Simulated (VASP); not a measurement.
# Be18H in VASP: further runs, part 3 of 3

VASP 6.6.1. Earlier steps stand in the parts before.

## (5) Single point, PBEsol

INCAR reads:

```
  PREC = Accurate
  ENCUT = 520
  EDIFF = 1E-6
  ISMEAR = -1
  SIGMA = 0.15
  LREAL = Auto
  LASPH = True
  NELM = 80
  ALGO = Normal
  ISIF = 2
  LWAVE = False
  LCHARG = True
  GGA = PS
  LELF = True
  LVHAR = True
  NBANDS = 34
```

KPOINTS reads:

```
Automatic mesh
0
Gamma
  3 2 1
```

POSCAR reads:

```
Be18H
1.0
    4.5800000000      0.0000000000      0.0000000000
    3.4350000000      5.9495950000      0.0000000000
    0.0000000000      0.0000000000     14.5884300000
Be H
18 1
Direct
    0.0000000000      0.0000000000      0.0685474722
    0.5000000000      0.0000000000      0.0685474722
   -0.0000002101      0.3333336135      0.0685474722
    0.4999997899      0.3333336135      0.0685474722
   -0.0000004202      0.6666672269      0.0685474722
    0.4999995798      0.6666672269      0.0685474722
   -0.2214499062      0.2338982737      0.2018517414
    0.3261780259      0.1894918898      0.1990001666
   -0.1289820750      0.5642905105      0.1747960541
    0.3023561177      0.5922588008      0.1962171392
   -0.1998375432      0.8725635947      0.1953328768
    0.3354481097      0.8723282845      0.1948256255
    0.0265747676     -0.0003529652      0.3239690632
    0.5174780958     -0.0180348410      0.3144409645
   -0.0329398405      0.3310813593      0.3291786710
    0.4654973491      0.3477211474      0.3183138967
    0.0232329640      0.6404637627      0.3214122424
    0.5316855395      0.6551034146      0.3071886420
    0.8596607243      0.8838584811      0.3899597147
```

Potentials or basis: VASP PAW PBE potentials, release 64 (Be, H).

Started as:

```console
> cat potpaw_PBE.64/Be/POTCAR potpaw_PBE.64/H/POTCAR > POTCAR
> mpirun -np 1 vasp_std > vasp.out
```

OUTCAR:

```text
PREC = Accurate
   ENCUT = 520
   EDIFF = 1E-6
   ISMEAR = -1
   LREAL = Auto
   LASPH = True
   NELM = 80
   ISIF = 2
   GGA = PS

 ion  position               nearest neighbor table
   1  0.000  0.000  0.069-  12 2.28   6 2.29   5 2.29   2 2.29   2 2.29   4 2.29   3 2.29
   2  0.500  0.000  0.069-  11 2.21   8 2.22   5 2.29   6 2.29   1 2.29   1 2.29   3 2.29   4 2.29
                            12 2.32
   3  1.000  0.333  0.069-   9 2.08   4 2.29   4 2.29   5 2.29   6 2.29   2 2.29   1 2.29   8 2.31

   4  0.500  0.333  0.069-   7 2.24   3 2.29   3 2.29   6 2.29   5 2.29   1 2.29   2 2.29
   5  1.000  0.667  0.069-   9 1.91  10 2.22  11 2.23   2 2.29   1 2.29   6 2.29   6 2.29   3 2.29
                             4 2.29
   6  0.500  0.667  0.069-   9 2.14  12 2.21  10 2.24   1 2.29   2 2.29   5 2.29   5 2.29   4 2.29
                             3 2.29
   7  0.779  0.234  0.202-  16 2.11   4 2.24   8 2.24  15 2.28  13 2.29  10 2.34   8 2.37
   8  0.326  0.189  0.199-  14 2.09  12 2.16  11 2.17   2 2.22   7 2.24  16 2.30   3 2.31   7 2.37
                            15 2.38
   9  0.871  0.564  0.175-   5 1.91  11 2.00   3 2.08  10 2.10   6 2.14  12 2.32  18 2.36  17 2.39

  10  0.302  0.592  0.196-  12 2.00  18 2.09   9 2.10  11 2.14  17 2.16   5 2.22   6 2.24  16 2.30
                             7 2.34
  11  0.800  0.873  0.195-   9 2.00  14 2.07  12 2.13  10 2.14   8 2.17   2 2.21   5 2.23  17 2.31

  12  0.335  0.872  0.195-  10 2.00  18 2.09  11 2.13   8 2.16   6 2.21  14 2.22  13 2.25   1 2.28
                             9 2.32   2 2.32
  13  0.027  1.000  0.324-  15 2.15  14 2.19  12 2.25   7 2.29  18 2.35
  14  0.517  0.982  0.314-  11 2.07   8 2.09  13 2.19  18 2.22  12 2.22  17 2.33
  15  0.967  0.331  0.329-  18 2.14  13 2.15  16 2.25  17 2.27   7 2.28  16 2.35   8 2.38
  16  0.465  0.348  0.318-  17 2.02   7 2.11  15 2.25  18 2.28  10 2.30   8 2.30  15 2.35
  17  0.023  0.640  0.321-  16 2.02  10 2.16  18 2.21  15 2.27  11 2.31  14 2.33   9 2.39
  18  0.532  0.655  0.307-  10 2.09  12 2.09  15 2.14  17 2.21  14 2.22  16 2.28  13 2.35   9 2.36

  19  0.860  0.884  0.390-

  LATTYP: Found a simple monoclinic cell.
 ALAT       =     4.5800000000
 B/A-ratio  =     3.1852467249
 C/A-ratio  =     1.3228757576
 COS(beta)  =    -0.1889822219

  Lattice vectors:

 A1 = (   4.5800000000,   0.0000000000,   0.0000000000)
 A2 = (   0.0000000000,   0.0000000000, -14.5884300000)
 A3 = (  -1.1450000000,   5.9495950000,   0.0000000000)

Analysis of symmetry for initial positions (statically):
=====================================================================
 Subroutine PRICEL returns:
 Original cell was already a primitive cell.

 Routine SETGRP: Setting up the symmetry group for a
 simple monoclinic supercell.

 Subroutine GETGRP returns: Found  1 space group operations
 (whereof  1 operations were pure point group operations)
 out of a pool of  4 trial point group operations.

The static configuration has the point symmetry C_1 .

Analysis of symmetry for dynamics (positions and initial velocities):
=====================================================================
 Subroutine PRICEL returns:
 Original cell was already a primitive cell.

 Routine SETGRP: Setting up the symmetry group for a
 simple monoclinic supercell.

 Subroutine GETGRP returns: Found  1 space group operations
 (whereof  1 operations were pure point group operations)
 out of a pool of  4 trial point group operations.
[... 113 lines left out ...]
  0.000000  0.500000  0.000000      1.000000
  0.333333  0.500000  0.000000      2.000000
   k-points           NKPTS =      4   k-points in BZ     NKDIM =      4   number of bands    NBANDS=     34
   number of dos      NEDOS =    301   number of ions     NIONS =     19
   total plane-waves  NPLWV = 209952
   dimension x,y,z NGX =    36 NGY =   54 NGZ =  108
   dimension x,y,z NGXF=    72 NGYF=  108 NGZF=  216
   ions per type =              18   1
   NGX,Y,Z   is equivalent  to a cutoff of  13.07, 13.07, 12.31 a.u.
   NGXF,Y,Z  is equivalent  to a cutoff of  26.13, 26.13, 24.61 a.u.
 SYSTEM =  unknown system
   PREC   = accura    normal or accurate (medium, high low for compatibility)
   ISTART =      0    job   : 0-new  1-cont  2-samecut
   ICHARG =      2    charge: 1-file 2-atom 10-const
   ISPIN  =      1    spin polarized calculation?
   LNONCOLLINEAR =      F non collinear calculations
   LSORBIT =      F    spin-orbit coupling
   LASPH  =      T    aspherical Exc in radial PAW
   ENCUT  =  520.0 eV  38.22 Ry    6.18 a.u.   8.52 12.77 27.12*2*pi/ulx,y,z
   NELM   =     80;   NELMIN=  2; NELMDL= -5     # of ELM steps
   EDIFF  = 0.1E-05   stopping-criterion for ELM
   LREAL  =      T    real-space projection
   EDIFFG = 0.1E-04   stopping-criterion for IOM
   NSW    =      0    number of steps for IOM
   IBRION =     -1    ionic relax: 0-MD 1-quasi-New 2-CG
   NFREE  =      0    steps in history (QN), initial steepest desc. (CG)
   ISIF   =      2    stress and relaxation
   ISYM   =      2    0-nonsym 1-usesym 2-fastsym
   POTIM  = 0.5000    time-step for ionic-motion
   TEBEG  =    0.0;   TEEND  =   0.0 temperature during run
   PSTRESS=    0.0 pullay stress
   NELECT =      37.0000    total number of electrons
   NUPDOWN=      -1.0000    fix difference up-down
   EMIN   =  10.00;   EMAX   =-10.00  energy-range for DOS
   EFERMI =   0.00;   METHOD = LEGACY
   ISMEAR =    -1;   SIGMA  =   0.15  broadening in eV -4-tet -1-fermi 0-gaus
   EFERMI_NEDOS =   21; number of points for ismear=-14 and -15
   IALGO  =     38    algorithm
   IMIX   =      4    mixing-type and parameters
     AMIX     =   0.40;   BMIX     =  1.00
     AMIX_MAG =   1.60;   BMIX_MAG =  1.00
  volume/ion in A,a.u.               =      20.92       141.19
  Fermi-wavevector in a.u.,A,eV,Ry     =   0.741916  1.402019  7.489189  0.550440
  Thomas-Fermi vector in A             =   1.836671
   LORBIT       =      0    0 simple, 1 ext, 2 COOP (PROOUT), +10 PAW based schemes
   GGA     = PS    functional components
   LHFCALC =     F    Hartree Fock is set to
   AEXX    =    0.0000 exact exchange contribution
   IVDW    =     0    specifies the selected vdW correction
   LEPSILON=     F    determine dielectric tensor
   LRPA    =     F    only Hartree local field effects (RPA)
 non-spin polarized calculation
  energy-cutoff  :      520.00
  volume of cell :      397.52
 maximum number of plane-waves:     10710
 NGX is ok and might be reduce to    36
   NGX = 17   NGY = 25   NGZ = 55

 number of electron      37.0000000 magnetization

 Free energy of the ion-electron system (eV)
  ---------------------------------------------------
  ext. energy  EPLUGINS =         0.00000000
  ---------------------------------------------------
  free energy    TOTEN  =       -67.53164257 eV

  energy without entropy =      -67.20841269  energy(sigma->0) =      -67.37002763

 E-fermi :  -0.6048     XC(G=0):  -5.2827

 val. band max:       -0.6921335097   @ k =   0.3333   0.0000   0.0000
 cond. band min:      -0.5803013474   @ k =   0.3333   0.5000   0.0000
 fundamental gap:      0.1118321623
 Fermi energy:        -0.6047707720

 k-point     1 :       0.0000    0.0000    0.0000
  band No.  band energies     occupation
      1     -10.4187      2.00000
      2      -8.5396      2.00000
      3      -7.2863      2.00000
      4      -7.2004      2.00000
      5      -6.2671      2.00000
      6      -5.2065      2.00000
[... 121 lines left out ...]
     29       3.8665      0.00000
     30       4.2503      0.00000
 [bands above 30 left out]

------------------------ aborting loop because EDIFF is reached ----------------------------------------

  FORCE on cell =-STRESS in cart. coord.  units (eV):
  Direction    XX          YY          ZZ          XY          YZ          ZX
  --------------------------------------------------------------------------------------
  -------------------------------------------------------------------------------------
  Total      -10.4920844     -9.9388728     -0.3991337     -0.7047782      0.0699665      0.1662600
  in kB      -42.2873939    -40.0577248     -1.6086723     -2.8405445      0.2819938      0.6700957
  external PRESSURE =     -27.9845970 kB  Pullay stress =       0.0000000 kB

 VOLUME and BASIS-vectors are now :
 -----------------------------------------------------------------------------
  energy-cutoff  :      520.00
  volume of cell :      397.52
      direct lattice vectors                 reciprocal lattice vectors
     4.580000000  0.000000000  0.000000000     0.218340611 -0.126059001  0.000000000
     3.435000000  5.949595000  0.000000000     0.000000000  0.168078668  0.000000000
     0.000000000  0.000000000 14.588430000     0.000000000  0.000000000  0.068547472

 POSITION                                       TOTAL-FORCE (eV/Angst)
 -----------------------------------------------------------------------------------
      0.00000      0.00000      1.00000        -0.158102      0.151611      0.111855
      2.29000      0.00000      1.00000        -0.038188     -0.052053     -0.076003
      5.72500      1.98320      1.00000        -0.192713     -0.514934     -0.075609
      3.43500      1.98320      1.00000        -0.417564      0.059208      0.222991
      6.87000      3.96640      1.00000         0.700276      0.535510     -0.810711
      4.58000      3.96640      1.00000        -0.056721     -0.077725     -0.065621
[... 11 lines left out ...]
      4.68540      3.89760      4.48140        -0.383239     -0.385179      0.290862
      6.97330      5.25860      5.68890        -0.020270     -0.057537     -0.964611
 -----------------------------------------------------------------------------------
    total drift:                               -0.000501      0.000244      0.001862

  FREE ENERGIE OF THE ION-ELECTRON SYSTEM (eV)
  ---------------------------------------------------
  free  energy   TOTEN  =       -67.5316425698 eV

  energy  without entropy=      -67.2084126900  energy(sigma->0) =      -67.37002763
```

Wall time 4.1 min (1 thread of Intel Xeon 8259CL, shared host); peak memory 0.45 GiB.

What came out:

```
Free energy            : -67.5316 eV
Largest force          : 2.965 eV/Å
Band gap on the k mesh : zero (an odd number of electrons rules out a gap without spin polarisation)
```

Forces in eV/Å, atoms in the order of the input:
```
Be  -0.158  0.152  0.112
Be  -0.038 -0.052 -0.076
Be  -0.193 -0.515 -0.076
Be  -0.418  0.059  0.223
Be   0.700  0.536 -0.811
Be  -0.057 -0.078 -0.066
Be   0.871 -0.200 -0.215
Be   0.036  0.962 -0.221
Be  -1.607 -1.282  2.137
Be  -0.124 -1.202 -0.428
Be   1.168  0.598 -0.506
Be   0.259  1.089 -0.173
Be  -0.957 -0.426 -0.131
Be   0.168  0.300  1.102
Be   0.992 -0.119 -0.365
Be   0.187 -0.603 -0.106
Be  -0.427  1.222  0.273
Be  -0.383 -0.385  0.291
H   -0.020 -0.058 -0.965
```

Levels at points of the mesh, in eV from the Fermi level:
| k point | band 14 | band 15 | band 16 | band 17 | band 18 | band 19 | band 20 | band 21 | band 22 | band 23 |
| --- | --- | --- | --- | --- | --- | --- | --- | --- | --- | --- |
| (0.00, 0.00, 0.00) | -2.17 | -2.01 | -1.45 | -1.22 | -0.61 | -0.12 | 1.26 | 1.56 | 2.52 | 2.79 |
| (0.00, 0.50, 0.00) | -2.13 | -1.90 | -1.85 | -1.64 | -1.08 | -0.47 | -0.31 | 2.18 | 2.24 | 2.50 |

Caveat: the k points lie up to 0.53 Å⁻¹ apart, too coarse for converged energies and pressures of a metal; there is no dipole correction, which matters where the two faces differ; the PAW data sets were made with another functional, which shifts forces and pressure a little.

## (6) Summary

```csv
cell,gap on the mesh (eV),largest force (eV/Å)
"as given, atomic positions A",none,0.16
"as given, atomic positions B",none,1.72
"as given, atomic positions C",none,2.88
"as given, atomic positions D",none,2.96
```

Alike in all rows: task single point; level PBEsol; potentials or basis VASP PAW PBE potentials, release 64 (Be, H); no spin polarisation; k mesh 3 × 2 × 1; cutoff (eV) 520; smearing fermi-dirac 0.15 eV.

Caveats: all runs use coarse meshes; there is no dipole correction, which matters where the two faces differ; the PAW data sets were made with another functional, which shifts forces and pressure a little.

Absolute energies hang on the potentials; compare differences alone.

The gap in the log of VASP goes by the Fermi energy; the results here count the filled bands.